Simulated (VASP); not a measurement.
Input of a VASP 6.6.1 run:

File INCAR:

```
ALGO = Normal
EDIFF = 1E-6
ENCUT = 520
ISIF = 2
ISMEAR = -1
LASPH = True
LCHARG = False
LREAL = False
LWAVE = False
NBANDS = 10
NELM = 100
PREC = Accurate
SIGMA = 0.1
```

The input KPOINTS:

```
k-points
0
Gamma
  13 13 13
```

File POSCAR:

```
Fe
1.0
   -1.3498227879      1.3498227879      1.3498227879
    1.3498227879     -1.3498227879      1.3498227879
    1.3498227879      1.3498227879     -1.3498227879
Fe
1
Direct
    0.0000000000      0.0000000000      0.0000000000
```

Potentials or basis: VASP PAW LDA potentials, release 64 (Fe).

Run with:

```console
$ cat potpaw_LDA.64/Fe/POTCAR > POTCAR
$ mpirun -np 1 vasp_std > vasp.out
```

**Question.** Estimate the pressure.

**Answer.** -0.1 GPa.

**Question.** Predict the band gap on the k mesh.

**Answer.** Zero (band 4 reaches 8.39 eV, above the bottom of band 5 at 6.12 eV).

Caveat: the run has no spin polarisation, though such a crystal can be magnetic. Spin polarisation is off, so any magnetic state and its effect on volume and gap are missing.
